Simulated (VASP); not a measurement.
# WS2 (R3m) in VASP: further runs

The runs below take WS2 through single point, with PBE.

Program: VASP 6.6.1. These are calculated values, not measurements. Logs are shortened: lines on timing, memory, paths and dates and some standing lists are left out, and cuts for length are marked.

## Step 1: The cell of the first run

Symmetry: R3m, No. 160, trigonal system. The conventional cell has a = 3.165 Å, b = 3.165 Å, c = 18.549 Å, α = 90.00°, β = 90.00°, γ = 120.00°. W (site symmetry 3m) has 6 S at 2.41 Å and 6 W at 3.16 Å within 3.2 Å. Within 3.2 Å of S (site symmetry 3m) lie 3 W at 2.41 Å and 7 S at 3.15 to 3.16 Å. S (site symmetry 3m) has 3 W at 2.41 Å and 7 S at 3.15 to 3.16 Å within 3.2 Å.

## Step 2: Single point, PBE

INCAR

```
SYSTEM = WS2
  PREC = Accurate
  ENCUT = 520
  EDIFF = 1E-6
  ISMEAR = 0
  SIGMA = 0.02
  LREAL = .False.
  LASPH = .True.
  NELM = 80
  ALGO = Normal
  ISIF = 2
  LWAVE = .False.
  LCHARG = .True.
  GGA = PE
  LELF = .True.
  LVHAR = .True.
  NBANDS = 20
```

KPOINTS

```
regular mesh
0
Gamma
  12 12 12
  0 0 0
```

POSCAR

```
WS2
1.0
    1.5823750214      0.9135846445      6.1830397042
   -1.5823750214      0.9135846445      6.1830397042
    0.0000000000     -1.8271692891      6.1830397042
W S
1 2
Direct
    0.0006643613      0.0006643613      0.0006643613
    0.4187927627      0.4187927627      0.4187927627
    0.2492428761      0.2492428761      0.2492428761
```

Potentials or basis: VASP PAW PBE potentials, release 64 (W_sv, S).

Launch:

```
$ cat potpaw_PBE.64/W_sv/POTCAR potpaw_PBE.64/S/POTCAR > POTCAR
$ mpirun -np 1 vasp_std > vasp.out
```

OUTCAR:

```text
SYSTEM = WS2
   PREC = Accurate
   ENCUT = 520
   EDIFF = 1E-6
   ISMEAR = 0
   LREAL = .False.
   LASPH = .True.
   NELM = 80
   ISIF = 2
   GGA = PE

 ion  position               nearest neighbor table
   1  0.001  0.001  0.001-   3 2.41   3 2.41   3 2.41   2 2.41   2 2.41   2 2.41
   2  0.419  0.419  0.419-   1 2.41   1 2.41   1 2.41
   3  0.249  0.249  0.249-   1 2.41   1 2.41   1 2.41

  LATTYP: Found a trigonal (rhomboedric) cell.
 ALAT       =     6.4473659424
 COS(alpha) =     0.8795285350

  Lattice vectors:

 A1 = (   1.5823750214,   0.9135846445,   6.1830397042)
 A2 = (  -1.5823750214,   0.9135846445,   6.1830397042)
 A3 = (   0.0000000000,  -1.8271692891,   6.1830397042)

Analysis of symmetry for initial positions (statically):
=====================================================================
 Subroutine PRICEL returns:
 Original cell was already a primitive cell.

 Routine SETGRP: Setting up the symmetry group for a
 trigonal (rhombohedral) supercell.

 Subroutine GETGRP returns: Found  6 space group operations
 (whereof  6 operations were pure point group operations)
 out of a pool of 12 trial point group operations.

The static configuration has the point symmetry C_3v.

Analysis of symmetry for dynamics (positions and initial velocities):
=====================================================================
 Subroutine PRICEL returns:
 Original cell was already a primitive cell.

 Routine SETGRP: Setting up the symmetry group for a
 trigonal (rhombohedral) supercell.

 Subroutine GETGRP returns: Found  6 space group operations
 (whereof  6 operations were pure point group operations)
 out of a pool of 12 trial point group operations.

The dynamic configuration has the point symmetry C_3v.

 Subroutine INISYM returns: Found  6 space group operations
 (whereof  6 operations are pure point group operations),
 and found     1 'primitive' translations

----------------------------------------------------------------------------------------

                                     Primitive cell

  volume of cell :      53.6305

  direct lattice vectors                    reciprocal lattice vectors
     1.582375021  0.913584644  6.183039704     0.315980721  0.182431554  0.053910916
    -1.582375021  0.913584644  6.183039704    -0.315980721  0.182431554  0.053910916
     0.000000000 -1.827169289  6.183039704     0.000000000 -0.364863109  0.053910916

  length of vectors
     6.447365942  6.447365942  6.447365942     0.368824450  0.368824450  0.368824450

  position of ions in fractional coordinates (direct lattice)
     0.000664361  0.000664361  0.000664361
     0.418792763  0.418792763  0.418792763
     0.249242876  0.249242876  0.249242876

  ion indices of the primitive-cell ions
   primitive index   ion index
                 1           1
                 2           2
                 3           3

----------------------------------------------------------------------------------------

 KPOINTS: regular mesh

Automatic generation of k-mesh.
 Grid dimensions read from file:
 generate k-points for:   12   12   12

 Generating k-lattice:

  Cartesian coordinates                     Fractional coordinates (reciprocal lattice)
     0.026331727  0.015202630  0.004492576     0.083333333  0.000000000 -0.000000000
    -0.026331727  0.015202630  0.004492576     0.000000000  0.083333333 -0.000000000
     0.000000000 -0.030405259  0.004492576    -0.000000000 -0.000000000  0.083333333

  Length of vectors
     0.030735371  0.030735371  0.030735371

  Shift w.r.t. Gamma in fractional coordinates (k-lattice)
     0.000000000  0.000000000  0.000000000

 Subroutine IBZKPT returns following result:
 ===========================================

 Found    189 irreducible k-points:

 Following reciprocal coordinates:
            Coordinates               Weight
  0.000000  0.000000  0.000000      1.000000
  0.083333  0.000000  0.000000      6.000000
  0.166667 -0.000000  0.000000      6.000000
  0.250000 -0.000000 -0.000000      6.000000
  0.333333 -0.000000  0.000000      6.000000
  0.416667 -0.000000  0.000000      6.000000
[... 16 lines left out ...]
  0.500000  0.166667  0.000000     12.000000
 -0.416667  0.166667  0.000000     12.000000
 [... further k-points ...]
   k-points           NKPTS =    189   k-points in BZ     NKDIM =    189   number of bands    NBANDS=     20
   number of dos      NEDOS =    301   number of ions     NIONS =      3
   total plane-waves  NPLWV = 110592
   dimension x,y,z NGX =    48 NGY =   48 NGZ =   48
   dimension x,y,z NGXF=    96 NGYF=   96 NGZF=   96
   ions per type =               1   2
   NGX,Y,Z   is equivalent  to a cutoff of  12.38, 12.38, 12.38 a.u.
   NGXF,Y,Z  is equivalent  to a cutoff of  24.75, 24.75, 24.75 a.u.
 SYSTEM =  WS2
   PREC   = accura    normal or accurate (medium, high low for compatibility)
   ISTART =      0    job   : 0-new  1-cont  2-samecut
   ICHARG =      2    charge: 1-file 2-atom 10-const
   ISPIN  =      1    spin polarized calculation?
   LNONCOLLINEAR =      F non collinear calculations
   LSORBIT =      F    spin-orbit coupling
   LASPH  =      T    aspherical Exc in radial PAW
   ENCUT  =  520.0 eV  38.22 Ry    6.18 a.u.  11.99 11.99 11.99*2*pi/ulx,y,z
   NELM   =     80;   NELMIN=  2; NELMDL= -5     # of ELM steps
   EDIFF  = 0.1E-05   stopping-criterion for ELM
   LREAL  =      F    real-space projection
   EDIFFG = 0.1E-04   stopping-criterion for IOM
   NSW    =      0    number of steps for IOM
   IBRION =     -1    ionic relax: 0-MD 1-quasi-New 2-CG
   NFREE  =      0    steps in history (QN), initial steepest desc. (CG)
   ISIF   =      2    stress and relaxation
   ISYM   =      2    0-nonsym 1-usesym 2-fastsym
   POTIM  = 0.5000    time-step for ionic-motion
   TEBEG  =    0.0;   TEEND  =   0.0 temperature during run
   PSTRESS=    0.0 pullay stress
   NELECT =      26.0000    total number of electrons
   NUPDOWN=      -1.0000    fix difference up-down
   EMIN   =  10.00;   EMAX   =-10.00  energy-range for DOS
   EFERMI =   0.00;   METHOD = LEGACY
   ISMEAR =     0;   SIGMA  =   0.02  broadening in eV -4-tet -1-fermi 0-gaus
   EFERMI_NEDOS =   21; number of points for ismear=-14 and -15
   IALGO  =     38    algorithm
   IMIX   =      4    mixing-type and parameters
     AMIX     =   0.40;   BMIX     =  1.00
     AMIX_MAG =   1.60;   BMIX_MAG =  1.00
  volume/ion in A,a.u.               =      17.88       120.64
  Fermi-wavevector in a.u.,A,eV,Ry     =   1.286063  2.430306 22.503452  1.653957
  Thomas-Fermi vector in A             =   2.418160
   LORBIT       =      0    0 simple, 1 ext, 2 COOP (PROOUT), +10 PAW based schemes
   GGA     = PE    functional components
   LHFCALC =     F    Hartree Fock is set to
   AEXX    =    0.0000 exact exchange contribution
   IVDW    =     0    specifies the selected vdW correction
   LEPSILON=     F    determine dielectric tensor
   LRPA    =     F    only Hartree local field effects (RPA)
 non-spin polarized calculation
 Gauss-broadening in eV      SIGMA  =   0.02
  energy-cutoff  :      520.00
  volume of cell :       53.63
 maximum number of plane-waves:      1462
   NGX = 23   NGY = 23   NGZ = 23

 number of electron      26.0000001 magnetization

 Free energy of the ion-electron system (eV)
  ---------------------------------------------------
  ext. energy  EPLUGINS =         0.00000000
  ---------------------------------------------------
  free energy    TOTEN  =       -23.62244367 eV

  energy without entropy =      -23.62244367  energy(sigma->0) =      -23.62244367

 E-fermi :   7.5583     XC(G=0): -10.9092

 val. band max:        7.3796221979   @ k =   0.5000   0.5000   0.5000
 cond. band min:       8.4252322390   @ k =  -0.1667   0.1667   0.0000
 fundamental gap:      1.0456100412
 Fermi energy:         7.5582913224

 k-point     1 :       0.0000    0.0000    0.0000
  band No.  band energies     occupation
      1     -67.2489      2.00000
      2     -31.4995      2.00000
      3     -31.3300      2.00000
      4     -31.3300      2.00000
      5      -8.1936      2.00000
      6      -6.2456      2.00000
[... 12 lines left out ...]
     19      15.2235      0.00000
     20      15.8984      0.00000

 k-point     2 :       0.0833    0.0000    0.0000
  band No.  band energies     occupation
      1     -67.2477      2.00000
      2     -31.4952      2.00000
      3     -31.3542      2.00000
      4     -31.3356      2.00000
      5      -8.0754      2.00000
      6      -6.2108      2.00000
[... 12 lines left out ...]
     19      15.6806      0.00000
     20      15.9583      0.00000

 k-point     3 :       0.1667   -0.0000    0.0000
  band No.  band energies     occupation
      1     -67.2443      2.00000
      2     -31.4833      2.00000
      3     -31.4196      2.00000
      4     -31.3509      2.00000
      5      -7.7378      2.00000
      6      -6.1114      2.00000
[... 12 lines left out ...]
     19      15.8300      0.00000
     20      16.4660      0.00000

 k-point     4 :       0.2500   -0.0000   -0.0000
  band No.  band energies     occupation
      1     -67.2398      2.00000
      2     -31.5079      2.00000
      3     -31.4671      2.00000
      4     -31.3717      2.00000
      5      -7.2326      2.00000
      6      -5.9638      2.00000
[... 12 lines left out ...]
     19      15.6051      0.00000
     20      16.1007      0.00000

 k-point     5 :       0.3333   -0.0000    0.0000
  band No.  band energies     occupation
      1     -67.2353      2.00000
      2     -31.5948      2.00000
      3     -31.4508      2.00000
      4     -31.3924      2.00000
      5      -6.6542      2.00000
      6      -5.8002      2.00000
[... 12 lines left out ...]
     19      14.7876      0.00000
     20      15.1643      0.00000
[... 353 lines left out ...]
      6      -5.9224      2.00000
[... 12 lines left out ...]
     19      15.6632      0.00000
     20      16.2257      0.00000

 k-point    22 :       0.4167    0.1667    0.0000
  band No.  band energies     occupation
      1     -67.2337      2.00000
      2     -31.5947      2.00000
      3     -31.4448      2.00000
      4     -31.4327      2.00000
      5      -6.4003      2.00000
      6      -5.7595      2.00000
[... 12 lines left out ...]
     19      15.3319      0.00000
     20      15.9169      0.00000

 k-point    23 :       0.5000    0.1667    0.0000
  band No.  band energies     occupation
      1     -67.2308      2.00000
      2     -31.6368      2.00000
      3     -31.4584      2.00000
      4     -31.4344      2.00000
      5      -5.9613      2.00000
      6      -5.6195      2.00000
[... 12 lines left out ...]
     19      15.2937      0.00000
     20      15.7873      0.00000

 k-point    24 :      -0.4167    0.1667    0.0000
  band No.  band energies     occupation
      1     -67.2297      2.00000
      2     -31.6520      2.00000
      3     -31.4680      2.00000
      4     -31.4306      2.00000
      5      -5.7913      2.00000
      6      -5.5574      2.00000
[... 12 lines left out ...]
     19      15.5301      0.00000
     20      15.7505      0.00000

 [... further k-points ...]
[... 5 lines left out ...]
  --------------------------------------------------------------------------------------
  -------------------------------------------------------------------------------------
  Total        0.9952183      0.9952183      0.9865808      0.0000000     -0.0000000      0.0000000
  in kB       29.7315419     29.7315419     29.4735031      0.0000000     -0.0000000      0.0000000
  external PRESSURE =      29.6455290 kB  Pullay stress =       0.0000000 kB

 VOLUME and BASIS-vectors are now :
 -----------------------------------------------------------------------------
  energy-cutoff  :      520.00
  volume of cell :       53.63
      direct lattice vectors                 reciprocal lattice vectors
     1.582375021  0.913584644  6.183039704     0.315980721  0.182431554  0.053910916
    -1.582375021  0.913584644  6.183039704    -0.315980721  0.182431554  0.053910916
     0.000000000 -1.827169289  6.183039704     0.000000000 -0.364863109  0.053910916

 POSITION                                       TOTAL-FORCE (eV/Angst)
 -----------------------------------------------------------------------------------
      0.00000     -0.00000      0.01232         0.000000      0.000000     -0.000294
      0.00000     -0.00000      7.76824         0.000000     -0.000000      0.005575
      0.00000     -0.00000      4.62324         0.000000      0.000000     -0.005281
 -----------------------------------------------------------------------------------
    total drift:                                0.000000     -0.000000     -0.000090

  FREE ENERGIE OF THE ION-ELECTRON SYSTEM (eV)
  ---------------------------------------------------
  free  energy   TOTEN  =       -23.6224436692 eV

  energy  without entropy=      -23.6224436692  energy(sigma->0) =      -23.62244367
```

It took 6.1 min on 1 thread of AMD EPYC 9R45 (Zen 5), shared host; peak memory 0.41 GiB.

What came out:

| Property | Result |
| --- | --- |
| Free energy | -23.6224 eV |
| Pressure | 3.0 GPa |
| Largest force | 0.006 eV/Å |
| Band gap on the k mesh | 1.05 eV (least direct gap 1.89 eV) |

Forces on the atoms (eV/Å):
```
W    0.000  0.000  0.000
S    0.000  0.000  0.006
S    0.000  0.000 -0.005
```

Caveat: spin-orbit coupling is left out, which moves the levels of the heavy elements.

[end of part 1 of 2]
